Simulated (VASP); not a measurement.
# PbSe (Fm-3m) in VASP: single point with PBEsol

Aim: the single point of PbSe with PBEsol.

Program: VASP 6.6.1. These are calculated values, not measurements. Logs are shortened: lines on timing, memory, paths and dates and some standing lists are left out, and cuts for length are marked.

### 1 The cell of the first run

It takes space group Fm-3m (No. 225, cubic). The conventional cell has a = 6.103 Å, b = 6.103 Å, c = 6.103 Å, α = 90.00°, β = 90.00°, γ = 90.00°. Within 4.0 Å of Pb (site symmetry m-3m) lie 6 Se at 3.05 Å. Within 4.0 Å of Se (site symmetry m-3m) lie 6 Pb at 3.05 Å.

### 2 Single point, PBEsol

The input, INCAR:

```
SYSTEM = PbSe
ALGO = Normal
EDIFF = 1E-6
ENCUT = 520
GGA = PS
ISIF = 2
ISMEAR = 0
LASPH = .TRUE.
LCHARG = .FALSE.
LREAL = .FALSE.
LWAVE = .FALSE.
NBANDS = 17
NELM = 100
PREC = Accurate
SIGMA = 0.01
```

The input, KPOINTS:

```
k-points
0
G
  10 10 10
  0 0 0
```

The input, POSCAR:

```
PbSe
1.0
    0.0000000000      3.0515241166      3.0515241166
    3.0515241166      0.0000000000      3.0515241166
    3.0515241166      3.0515241166      0.0000000000
Pb Se
1 1
Direct
    0.0000000000      0.0000000000      0.0000000000
    0.5000000000      0.5000000000      0.5000000000
```

Potentials or basis: VASP PAW PBE potentials, release 64 (Pb_d, Se).

Command:

```
$ cat potpaw_PBE.64/Pb_d/POTCAR potpaw_PBE.64/Se/POTCAR > POTCAR
$ mpirun -np 1 vasp_std > vasp.out
```

OUTCAR:

```text
SYSTEM = PbSe
   EDIFF = 1E-6
   ENCUT = 520
   GGA = PS
   ISIF = 2
   ISMEAR = 0
   LASPH = .TRUE.
   LREAL = .FALSE.
   NELM = 100
   PREC = Accurate

 ion  position               nearest neighbor table
   1  0.000  0.000  0.000-   2 3.05   2 3.05   2 3.05   2 3.05   2 3.05   2 3.05
   2  0.500  0.500  0.500-   1 3.05   1 3.05   1 3.05   1 3.05   1 3.05   1 3.05

  LATTYP: Found a face centered cubic cell.
 ALAT       =     6.1030482332

  Lattice vectors:

 A1 = (   0.0000000000,   3.0515241166,   3.0515241166)
 A2 = (   3.0515241166,   0.0000000000,   3.0515241166)
 A3 = (   3.0515241166,   3.0515241166,   0.0000000000)

Analysis of symmetry for initial positions (statically):
=====================================================================
 Subroutine PRICEL returns:
 Original cell was already a primitive cell.

 Routine SETGRP: Setting up the symmetry group for a
 face centered cubic supercell.

 Subroutine GETGRP returns: Found 48 space group operations
 (whereof 48 operations were pure point group operations)
 out of a pool of 48 trial point group operations.

The static configuration has the point symmetry O_h .

Analysis of symmetry for dynamics (positions and initial velocities):
=====================================================================
 Subroutine PRICEL returns:
 Original cell was already a primitive cell.

 Routine SETGRP: Setting up the symmetry group for a
 face centered cubic supercell.

 Subroutine GETGRP returns: Found 48 space group operations
 (whereof 48 operations were pure point group operations)
 out of a pool of 48 trial point group operations.

The dynamic configuration has the point symmetry O_h .

 Subroutine INISYM returns: Found 48 space group operations
 (whereof 48 operations are pure point group operations),
 and found     1 'primitive' translations

----------------------------------------------------------------------------------------

                                     Primitive cell

  volume of cell :      56.8304

  direct lattice vectors                    reciprocal lattice vectors
     0.000000000  3.051524117  3.051524117    -0.163852547  0.163852547  0.163852547
     3.051524117  0.000000000  3.051524117     0.163852547 -0.163852547  0.163852547
     3.051524117  3.051524117  0.000000000     0.163852547  0.163852547 -0.163852547

[... 67 lines left out ...]
   total plane-waves  NPLWV =  32768
   dimension x,y,z NGX =    32 NGY =   32 NGZ =   32
   dimension x,y,z NGXF=    64 NGYF=   64 NGZF=   64
   ions per type =               1   1
   NGX,Y,Z   is equivalent  to a cutoff of  12.33, 12.33, 12.33 a.u.
   NGXF,Y,Z  is equivalent  to a cutoff of  24.65, 24.65, 24.65 a.u.
 SYSTEM =  PbSe
   PREC   = accura    normal or accurate (medium, high low for compatibility)
   ISTART =      0    job   : 0-new  1-cont  2-samecut
   ICHARG =      2    charge: 1-file 2-atom 10-const
   ISPIN  =      1    spin polarized calculation?
   LNONCOLLINEAR =      F non collinear calculations
   LSORBIT =      F    spin-orbit coupling
   LASPH  =      T    aspherical Exc in radial PAW
   ENCUT  =  520.0 eV  38.22 Ry    6.18 a.u.   8.02  8.02  8.02*2*pi/ulx,y,z
   NELM   =    100;   NELMIN=  2; NELMDL= -5     # of ELM steps
   EDIFF  = 0.1E-05   stopping-criterion for ELM
   LREAL  =      F    real-space projection
[... 7 lines left out ...]
   TEBEG  =    0.0;   TEEND  =   0.0 temperature during run
   PSTRESS=    0.0 pullay stress
   NELECT =      20.0000    total number of electrons
   NUPDOWN=      -1.0000    fix difference up-down
   EMIN   =  10.00;   EMAX   =-10.00  energy-range for DOS
   EFERMI =   0.00;   METHOD = LEGACY
   ISMEAR =     0;   SIGMA  =   0.01  broadening in eV -4-tet -1-fermi 0-gaus
   EFERMI_NEDOS =   21; number of points for ismear=-14 and -15
   IALGO  =     38    algorithm
   IMIX   =      4    mixing-type and parameters
     AMIX     =   0.40;   BMIX     =  1.00
     AMIX_MAG =   1.60;   BMIX_MAG =  1.00
  volume/ion in A,a.u.               =      28.42       191.76
  Fermi-wavevector in a.u.,A,eV,Ry     =   1.155823  2.184189 18.176390  1.335927
  Thomas-Fermi vector in A             =   2.292448
   LORBIT       =      0    0 simple, 1 ext, 2 COOP (PROOUT), +10 PAW based schemes
   GGA     = PS    functional components
   LHFCALC =     F    Hartree Fock is set to
   AEXX    =    0.0000 exact exchange contribution
   IVDW    =     0    specifies the selected vdW correction
   LEPSILON=     F    determine dielectric tensor
   LRPA    =     F    only Hartree local field effects (RPA)
 non-spin polarized calculation
 Gauss-broadening in eV      SIGMA  =   0.01
  energy-cutoff  :      520.00
  volume of cell :       56.83
 maximum number of plane-waves:      1544
   NGX = 17   NGY = 17   NGZ = 17

 number of electron      20.0000003 magnetization

 Free energy of the ion-electron system (eV)
  ---------------------------------------------------
  ext. energy  EPLUGINS =         0.00000000
  ---------------------------------------------------
  free energy    TOTEN  =        -8.91665231 eV

  energy without entropy =       -8.91665231  energy(sigma->0) =       -8.91665231

 E-fermi :   5.0814     XC(G=0):  -9.7601

 val. band max:        5.0298286521   @ k =   0.5000   0.0000   0.0000
 cond. band min:       5.2017533190   @ k =   0.5000   0.0000   0.0000
 fundamental gap:      0.1719246669
 Fermi energy:         5.0814386001

 k-point     1 :       0.0000    0.0000    0.0000
  band No.  band energies     occupation
      1     -11.7387      2.00000
      2     -11.7387      2.00000
      3     -11.7387      2.00000
      4     -11.7376      2.00000
      5     -11.7376      2.00000
      6      -8.6604      2.00000
[... 457 lines left out ...]
      4     -11.7033      2.00000
      5     -11.7007      2.00000
      6      -7.5395      2.00000
[... 9 lines left out ...]
     16      15.7347      0.00000
     17      16.4534      0.00000

 [... further k-points ...]
[... 5 lines left out ...]
  --------------------------------------------------------------------------------------
  -------------------------------------------------------------------------------------
  Total       -0.0040061     -0.0040061     -0.0040061      0.0000000      0.0000000     -0.0000000
  in kB       -0.1129413     -0.1129413     -0.1129413      0.0000000      0.0000000     -0.0000000
  external PRESSURE =      -0.1129413 kB  Pullay stress =       0.0000000 kB

 VOLUME and BASIS-vectors are now :
 -----------------------------------------------------------------------------
  energy-cutoff  :      520.00
  volume of cell :       56.83
      direct lattice vectors                 reciprocal lattice vectors
     0.000000000  3.051524117  3.051524117    -0.163852547  0.163852547  0.163852547
     3.051524117  0.000000000  3.051524117     0.163852547 -0.163852547  0.163852547
     3.051524117  3.051524117  0.000000000     0.163852547  0.163852547 -0.163852547

 POSITION                                       TOTAL-FORCE (eV/Angst)
 -----------------------------------------------------------------------------------
      0.00000      0.00000      0.00000         0.000000     -0.000000     -0.000000
      3.05152      3.05152      3.05152        -0.000000      0.000000      0.000000
 -----------------------------------------------------------------------------------
    total drift:                                0.000000     -0.000000     -0.000000

  FREE ENERGIE OF THE ION-ELECTRON SYSTEM (eV)
  ---------------------------------------------------
  free  energy   TOTEN  =        -8.9166523056 eV

  energy  without entropy=       -8.9166523056  energy(sigma->0) =       -8.91665231
```

OSZICAR:

```text
N       E                     dE             d eps       ncg     rms          rms(c)
DAV:   1     0.154174367952E+03    0.15417E+03   -0.95087E+03  1614   0.120E+03
DAV:   2     0.226245020920E+01   -0.15191E+03   -0.14637E+03  1657   0.305E+02
DAV:   3    -0.891578008269E+01   -0.11178E+02   -0.11086E+02  2093   0.881E+01
DAV:   4    -0.916932668173E+01   -0.25355E+00   -0.25330E+00  1933   0.148E+01
DAV:   5    -0.917799334260E+01   -0.86667E-02   -0.86662E-02  2317   0.268E+00    0.268E+00
DAV:   6    -0.892373594914E+01    0.25426E+00   -0.61593E-01  2474   0.579E+00    0.152E+00
DAV:   7    -0.891629485923E+01    0.74411E-02   -0.98634E-02  1961   0.158E+00    0.799E-01
DAV:   8    -0.891694805716E+01   -0.65320E-03   -0.97747E-03  2035   0.108E+00    0.124E-01
DAV:   9    -0.891663274322E+01    0.31531E-03   -0.20871E-03  2416   0.431E-01    0.455E-02
DAV:  10    -0.891665335849E+01   -0.20615E-04   -0.14392E-04  1914   0.695E-02    0.161E-02
DAV:  11    -0.891665238868E+01    0.96981E-06   -0.29079E-05  2225   0.543E-02    0.605E-03
DAV:  12    -0.891665230560E+01    0.83072E-07   -0.17189E-06  1613   0.135E-02
   1 F= -.89166523E+01 E0= -.89166523E+01  d E =-.610485E-16
```

Wall time 28 s (1 thread of Intel Xeon Platinum 8375C at 2.90GHz (Ice Lake), shared host); peak memory 0.2 GiB.

Results:

```yaml
Free_energy: -8.9167 eV
Pressure: 0.0 GPa
Band_gap_on_the_k_mesh: 0.17 eV, direct
```

Caveat: the PAW data sets were made with another functional, which shifts forces and pressure a little; spin-orbit coupling is left out, which moves the levels of the heavy elements. A k mesh can miss the band edges.
